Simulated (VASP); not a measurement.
BaMnO3:

```xyz
5
Lattice="4.0333 0.0000 0.0000 0.0000 4.0333 0.0000 0.0000 0.0000 4.0333" Properties=species:S:1:pos:R:3 pbc="T T T"
Ba    2.0167    2.0167    2.0167
Mn    0.0000    0.0000    0.0000
O     2.0167    0.0000    0.0000
O     0.0000    0.0000    2.0167
O     0.0000    2.0167    0.0000
```

Base run:

* Program: VASP 6.6.1
* Functional: LDA
* Potentials or basis: VASP PAW LDA potentials, release 64 (Ba_sv, Mn_pv, O)
* Cutoff: 600 eV
* k mesh: 5 × 5 × 5
* Occupations: fermi-dirac, width 0.1 eV
* Spin: collinear spin, ferromagnetic start
* Starting moments: [0.0, 4.0, 0.0, 0.0, 0.0] μB
* Hubbard terms: Mn d U = 1.5 eV

Its results: pressure -16.0 GPa; net moment 3.14 μB per cell; site moments Ba +0.01; Mn +3.09; O -0.02 μB.

**Question.** After a change of settings the same cell gave: pressure -10.8 GPa; net moment 3.10 μB per cell; site moments Ba +0.01; Mn +3.66; O -0.20 μB. Which change was it?
A. hubbard terms from Mn d U = 1.5 eV to Mn d U = 4.5 eV
B. hubbard terms from Mn d U = 1.5 eV to none
C. hubbard terms from Mn d U = 1.5 eV to Mn d U = 6.0 eV

**Answer.** A.

Caveats: the cell stands under tension; a cell with one magnetic atom can't hold antiferromagnetic order, which such compounds often take.
